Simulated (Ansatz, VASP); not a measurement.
**BaTe in VASP and in Ansatz**

```
Ba Te
1.0
     0.00000    3.79673    3.79673
     3.79673    0.00000    3.79673
     3.79673    3.79673    0.00000
Ba Te
1 1
Direct
  0.00000 0.00000 0.00000
  0.25000 0.25000 0.25000
```

Change from the starting cell: hydrostatic strain -3.0%.

Alike in both runs: task single point; functional PBE; k mesh 6 × 6 × 6; occupations fermi-dirac, width 0.02 eV; no spin polarisation.

|  | VASP | Ansatz |
| --- | --- | --- |
| version | VASP 6.6.1 | Ansatz 0.2.0 |
| potentials or method | VASP PAW PBE potentials, release 64 (Ba_sv, Te) | plane waves, PAW |
| plane-wave cutoff (eV) | 500 | 420 |
| valence electrons in the cell | 16 | 26 |

|  | VASP | Ansatz | Ansatz less VASP |
| --- | --- | --- | --- |
| gap on the k mesh at the Fermi level (eV) | 2.69 | 2.67 | -0.019 |
| pressure (GPa) | 2.3 | 2.0 | -0.28 |

VASP's potentials hold 16 valence electrons a cell and Ansatz's 26, so a difference there can come from the potentials and not from the codes.

Neither program's run includes spin-orbit coupling.
